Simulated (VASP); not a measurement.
# MoS2 (Cm) in VASP: single point with PBEsol

Aim: the single point of MoS2 with PBEsol.

All numbers are computed with VASP 6.6.1; they aren't measurements. Logs are shortened: lines on timing, memory, paths and dates and some standing lists are left out, and cuts for length are marked.

### 1 The cell of the first run

The structure is monoclinic, space group Cm (No. 8). Conventional cell: a = 5.187 Å, b = 3.272 Å, c = 6.733 Å, α = 90.00°, β = 103.35°, γ = 90.00°. Within 3.1 Å of Mo (site symmetry m) lie 6 S at 2.34 to 2.48 Å and 4 Mo at 3.07 Å. S (site symmetry m) has 3 Mo at 2.40 to 2.45 Å and 4 S at 3.07 Å within 3.2 Å. Within 3.1 Å of S (site symmetry m) lie 3 Mo at 2.34 to 2.48 Å and 4 S at 3.07 Å.

### 2 Single point, PBEsol

Input file INCAR:

```
PREC = Accurate ; ENCUT = 520
EDIFF = 1E-6 ; ISMEAR = 0
SIGMA = 0.02 ; LREAL = F
LASPH = T ; NELM = 60
ALGO = Normal ; ISIF = 2
LWAVE = F ; LCHARG = F
GGA = PS ; ISYM = 0
NBANDS = 20
```

Input file KPOINTS:

```
regular mesh
0
Gamma
  8 4 10
```

Input file POSCAR:

```
MoS2
1.0
    3.2720590761      0.0000000000      0.0000000000
   -1.6360295380      6.6328407015      0.0000000000
    1.6360295380      0.4064660471      2.5616251696
Mo S
1 2
Direct
    0.3333966589      0.0000949883      0.3333016706
    0.5013791500      0.7520687249      0.7493104250
    0.8320241911      0.2480362867      0.5839879044
```

Potentials or basis: VASP PAW PBE potentials, release 64 (Mo_sv, S).

On the command line:

```console
cat potpaw_PBE.64/Mo_sv/POTCAR potpaw_PBE.64/S/POTCAR > POTCAR
mpirun -np 1 vasp_std > vasp.out
```

OUTCAR:

```text
PREC = Accurate
   ENCUT = 520
   EDIFF = 1E-6
   ISMEAR = 0
   LREAL = F
   LASPH = T
   NELM = 60
   ISIF = 2
   GGA = PS
   ISYM = 0

 ion  position               nearest neighbor table
   1  0.333  0.000  0.333-   3 2.34   2 2.40   2 2.45   2 2.45   3 2.48   3 2.48
   2  0.501  0.752  0.749-   1 2.40   1 2.45   1 2.45
   3  0.832  0.248  0.584-   1 2.34   1 2.48   1 2.48

IMPORTANT INFORMATION: All symmetrisations will be switched off!
NOSYMM: (Re-)initialisation of all symmetry stuff for point group C_1.

----------------------------------------------------------------------------------------

                                     Primitive cell

  volume of cell :      55.5951

  direct lattice vectors                    reciprocal lattice vectors
     3.272059076  0.000000000  0.000000000     0.305617954  0.075382483 -0.207149909
    -1.636029538  6.632840702  0.000000000     0.000000000  0.150764966 -0.023922641
     1.636029538  0.406466047  2.561625170     0.000000000  0.000000000  0.390377176

  length of vectors
     3.272059076  6.831629997  3.066550310     0.376823483  0.152651130  0.390377176

  position of ions in fractional coordinates (direct lattice)
     0.333396659  0.000094988  0.333301671
     0.501379150  0.752068725  0.749310425
     0.832024191  0.248036287  0.583987904

  ion indices of the primitive-cell ions
   primitive index   ion index
                 1           1
                 2           2
                 3           3

----------------------------------------------------------------------------------------

 KPOINTS: regular mesh

Automatic generation of k-mesh.
 Grid dimensions read from file:
 generate k-points for:    8    4   10

 Generating k-lattice:

  Cartesian coordinates                     Fractional coordinates (reciprocal lattice)
     0.038202244  0.009422810 -0.025893739     0.125000000  0.000000000  0.000000000
     0.000000000  0.037691241 -0.005980660     0.000000000  0.250000000  0.000000000
     0.000000000  0.000000000  0.039037718     0.000000000  0.000000000  0.100000000

  Length of vectors
     0.047102935  0.038162783  0.039037718

  Shift w.r.t. Gamma in fractional coordinates (k-lattice)
     0.000000000  0.000000000  0.000000000

 -----------------------------------------------------------------------------
|                                                                             |
|           W    W    AA    RRRRR   N    N  II  N    N   GGGG   !!!           |
|           W    W   A  A   R    R  NN   N  II  NN   N  G    G  !!!           |
|           W    W  A    A  R    R  N N  N  II  N N  N  G       !!!           |
|           W WW W  AAAAAA  RRRRR   N  N N  II  N  N N  G  GGG   !            |
|           WW  WW  A    A  R   R   N   NN  II  N   NN  G    G                |
|           W    W  A    A  R    R  N    N  II  N    N   GGGG   !!!           |
|                                                                             |
|     Your reciprocal lattice and k-lattice belong to different lattice       |
|     classes:                                                                |
|                                                                             |
|        The reciprocal lattice is base-centered monoclinic,                  |
|        whereas your k-lattice is triclinic.                                 |
|                                                                             |
|     Results are often still useful ...                                      |
|                                                                             |
 -----------------------------------------------------------------------------

 WARNING: IBZKPT: internal override: KBLOWUP is changed to .FALSE.
      ... skipping the blow-up phase ...

 Subroutine IBZKPT returns following result:
 ===========================================

 Found    164 irreducible k-points:

 Following reciprocal coordinates:
            Coordinates               Weight
  0.000000  0.000000  0.000000      1.000000
  0.125000  0.000000 -0.000000      2.000000
  0.250000  0.000000 -0.000000      2.000000
  0.375000  0.000000 -0.000000      2.000000
  0.500000  0.000000 -0.000000      1.000000
  0.000000  0.250000 -0.000000      2.000000
[... 16 lines left out ...]
  0.500000  0.000000  0.100000      2.000000
 -0.375000 -0.000000  0.100000      2.000000
 [... further k-points ...]
   k-points           NKPTS =    164   k-points in BZ     NKDIM =    164   number of bands    NBANDS=     20
   number of dos      NEDOS =    301   number of ions     NIONS =      3
   total plane-waves  NPLWV =  31104
   dimension x,y,z NGX =    24 NGY =   54 NGZ =   24
   dimension x,y,z NGXF=    48 NGYF=  108 NGZF=   48
   ions per type =               1   2
   NGX,Y,Z   is equivalent  to a cutoff of  12.19, 13.14, 13.01 a.u.
   NGXF,Y,Z  is equivalent  to a cutoff of  24.39, 26.28, 26.02 a.u.
 SYSTEM =  unknown system
   PREC   = accura    normal or accurate (medium, high low for compatibility)
   ISTART =      0    job   : 0-new  1-cont  2-samecut
   ICHARG =      2    charge: 1-file 2-atom 10-const
   ISPIN  =      1    spin polarized calculation?
   LNONCOLLINEAR =      F non collinear calculations
   LSORBIT =      F    spin-orbit coupling
   LASPH  =      T    aspherical Exc in radial PAW
   ENCUT  =  520.0 eV  38.22 Ry    6.18 a.u.   6.08 12.70  5.70*2*pi/ulx,y,z
   NELM   =     60;   NELMIN=  2; NELMDL= -5     # of ELM steps
   EDIFF  = 0.1E-05   stopping-criterion for ELM
   LREAL  =      F    real-space projection
   EDIFFG = 0.1E-04   stopping-criterion for IOM
   NSW    =      0    number of steps for IOM
   IBRION =     -1    ionic relax: 0-MD 1-quasi-New 2-CG
   NFREE  =      0    steps in history (QN), initial steepest desc. (CG)
   ISIF   =      2    stress and relaxation
   ISYM   =      0    0-nonsym 1-usesym 2-fastsym
   POTIM  = 0.5000    time-step for ionic-motion
   TEBEG  =    0.0;   TEEND  =   0.0 temperature during run
   PSTRESS=    0.0 pullay stress
   NELECT =      26.0000    total number of electrons
   NUPDOWN=      -1.0000    fix difference up-down
   EMIN   =  10.00;   EMAX   =-10.00  energy-range for DOS
   EFERMI =   0.00;   METHOD = LEGACY
   ISMEAR =     0;   SIGMA  =   0.02  broadening in eV -4-tet -1-fermi 0-gaus
   EFERMI_NEDOS =   21; number of points for ismear=-14 and -15
   IALGO  =     38    algorithm
   IMIX   =      4    mixing-type and parameters
     AMIX     =   0.40;   BMIX     =  1.00
     AMIX_MAG =   1.60;   BMIX_MAG =  1.00
  volume/ion in A,a.u.               =      18.53       125.06
  Fermi-wavevector in a.u.,A,eV,Ry     =   1.270732  2.401335 21.970129  1.614759
  Thomas-Fermi vector in A             =   2.403703
   LORBIT       =      0    0 simple, 1 ext, 2 COOP (PROOUT), +10 PAW based schemes
   GGA     = PS    functional components
   LHFCALC =     F    Hartree Fock is set to
   AEXX    =    0.0000 exact exchange contribution
   IVDW    =     0    specifies the selected vdW correction
   LEPSILON=     F    determine dielectric tensor
   LRPA    =     F    only Hartree local field effects (RPA)
 non-spin polarized calculation
 Gauss-broadening in eV      SIGMA  =   0.02
  energy-cutoff  :      520.00
  volume of cell :       55.60
 maximum number of plane-waves:      1512
   NGX = 13   NGY = 25   NGZ = 11

 number of electron      25.9999999 magnetization

 Free energy of the ion-electron system (eV)
  ---------------------------------------------------
  ext. energy  EPLUGINS =         0.00000000
  ---------------------------------------------------
  free energy    TOTEN  =       -23.23946318 eV

  energy without entropy =      -23.23946318  energy(sigma->0) =      -23.23946318

 E-fermi :   6.5887     XC(G=0): -10.7427

 val. band max:        6.4834855855   @ k =   0.0000   0.5000  -0.0000
 cond. band min:       7.7363700578   @ k =   0.3750  -0.2500   0.2000
 fundamental gap:      1.2528844723
 Fermi energy:         6.5886825042

 k-point     1 :       0.0000    0.0000    0.0000
  band No.  band energies     occupation
      1     -54.4240      2.00000
      2     -28.6344      2.00000
      3     -28.3873      2.00000
      4     -28.2679      2.00000
      5      -7.8937      2.00000
      6      -6.5326      2.00000
[... 12 lines left out ...]
     19      14.7562      0.00000
     20      15.3219      0.00000

 k-point     2 :       0.1250    0.0000   -0.0000
  band No.  band energies     occupation
      1     -54.4178      2.00000
      2     -28.6228      2.00000
      3     -28.4331      2.00000
      4     -28.2962      2.00000
      5      -7.6520      2.00000
      6      -6.4503      2.00000
[... 12 lines left out ...]
     19      15.0748      0.00000
     20      16.1112      0.00000

 k-point     3 :       0.2500    0.0000   -0.0000
  band No.  band energies     occupation
      1     -54.4027      2.00000
      2     -28.5947      2.00000
      3     -28.5679      2.00000
      4     -28.3374      2.00000
      5      -7.0043      2.00000
      6      -6.2255      2.00000
[... 12 lines left out ...]
     19      15.1077      0.00000
     20      15.7416      0.00000

 k-point     4 :       0.3750    0.0000   -0.0000
  band No.  band energies     occupation
      1     -54.3875      2.00000
      2     -28.7117      2.00000
      3     -28.5661      2.00000
      4     -28.3664      2.00000
      5      -6.2161      2.00000
      6      -5.9531      2.00000
[... 12 lines left out ...]
     19      13.8976      0.00000
     20      15.1212      0.00000

 k-point     5 :       0.5000    0.0000   -0.0000
  band No.  band energies     occupation
      1     -54.3812      2.00000
      2     -28.7713      2.00000
      3     -28.5543      2.00000
      4     -28.3774      2.00000
      5      -5.8335      2.00000
      6      -5.8073      2.00000
[... 12 lines left out ...]
     19      14.0377      0.00000
     20      14.7748      0.00000
[... 353 lines left out ...]
      6      -6.3024      2.00000
[... 12 lines left out ...]
     19      15.6108      0.00000
     20      16.1202      0.00000

 k-point    22 :       0.3750    0.0000    0.1000
  band No.  band energies     occupation
      1     -54.3929      2.00000
      2     -28.6397      2.00000
      3     -28.5755      2.00000
      4     -28.3832      2.00000
      5      -6.4896      2.00000
      6      -6.0356      2.00000
[... 12 lines left out ...]
     19      14.7416      0.00000
     20      15.6469      0.00000

 k-point    23 :       0.5000    0.0000    0.1000
  band No.  band energies     occupation
      1     -54.3812      2.00000
      2     -28.7416      2.00000
      3     -28.5544      2.00000
      4     -28.4087      2.00000
      5      -5.8581      2.00000
      6      -5.7992      2.00000
[... 12 lines left out ...]
     19      14.4312      0.00000
     20      15.5516      0.00000

 k-point    24 :      -0.3750   -0.0000    0.1000
  band No.  band energies     occupation
      1     -54.3805      2.00000
      2     -28.7478      2.00000
      3     -28.5538      2.00000
      4     -28.4050      2.00000
      5      -5.8723      2.00000
      6      -5.8032      2.00000
[... 12 lines left out ...]
     19      14.3126      0.00000
     20      15.4930      0.00000

 [... further k-points ...]
[... 5 lines left out ...]
  --------------------------------------------------------------------------------------
  -------------------------------------------------------------------------------------
  Total       -3.1331993     -3.8737669      2.4035561     -0.0000781     -0.3600552     -0.0004971
  in kB      -90.2947118   -111.6369039     69.2673491     -0.0022517    -10.3763196     -0.0143265
  external PRESSURE =     -44.2214222 kB  Pullay stress =       0.0000000 kB

 VOLUME and BASIS-vectors are now :
 -----------------------------------------------------------------------------
  energy-cutoff  :      520.00
  volume of cell :       55.60
      direct lattice vectors                 reciprocal lattice vectors
     3.272059076  0.000000000  0.000000000     0.305617954  0.075382483 -0.207149909
    -1.636029538  6.632840702  0.000000000     0.000000000  0.150764966 -0.023922641
     1.636029538  0.406466047  2.561625170     0.000000000  0.000000000  0.390377176

 POSITION                                       TOTAL-FORCE (eV/Angst)
 -----------------------------------------------------------------------------------
      1.63603      0.13611      0.85379        -0.000120     -0.072455      0.547940
      1.63603      5.29292      1.91945         0.000075      1.159083     -0.070384
      3.27206      1.88256      1.49596         0.000045     -1.086629     -0.477555
 -----------------------------------------------------------------------------------
    total drift:                                0.000010      0.000007      0.000013

  FREE ENERGIE OF THE ION-ELECTRON SYSTEM (eV)
  ---------------------------------------------------
  free  energy   TOTEN  =       -23.2394631848 eV

  energy  without entropy=      -23.2394631848  energy(sigma->0) =      -23.23946318
```

Wall time 1.9 min (1 thread of Intel Xeon Platinum 8259CL at 2.50GHz (Skylake/Cascade Lake), shared host); peak memory 0.3 GiB.

What came out:

| Quantity | Value |
| --- | --- |
| Free energy | -23.2395 eV |
| Pressure | -4.4 GPa |
| Largest force | 1.187 eV/Å |
| Band gap on the k mesh | 1.25 eV, indirect (least direct gap 1.82 eV) |

Forces on the atoms (eV/Å):
```
Mo   0.000 -0.072  0.548
S    0.000  1.159 -0.070
S    0.000 -1.087 -0.478
```

Stress tensor (GPa, compression positive):
```
 -9.03   0.00   0.00
  0.00 -11.16  -1.04
  0.00  -1.04   6.93
```

Levels at points of the mesh, in eV from the valence-band top:
```tsv
k point	band 10	band 11	band 12	band 13	band 14	band 15	band 16	band 17
(0.00, 0.00, 0.00)	-1.49	-1.48	-1.12	-0.89	2.28	2.54	2.96	3.19
(0.50, 0.00, 0.00)	-2.96	-2.44	-0.92	-0.62	2.08	2.84	3.36	4.31
(0.00, 0.50, 0.00)	-1.90	-1.48	-1.19	0.00	2.29	2.52	3.01	3.12
(0.50, 0.50, 0.00)	-2.90	-2.06	-1.14	-0.53	2.09	2.69	3.64	4.20
(0.00, 0.00, 0.50)	-3.72	-2.08	-1.43	-0.62	2.45	2.57	3.57	3.68
(0.50, 0.00, 0.50)	-2.90	-2.06	-1.14	-0.53	2.09	2.69	3.64	4.20
(0.00, 0.50, 0.50)	-3.67	-2.31	-1.57	-0.61	2.44	2.68	3.37	3.88
(0.50, 0.50, 0.50)	-2.96	-2.44	-0.92	-0.62	2.08	2.84	3.36	4.31
```

Caveat: the PAW data sets were made with another functional, which shifts forces and pressure a little; this functional lacks dispersion, which binds the layers, so the pressure and a relaxed spacing across them are unreliable.
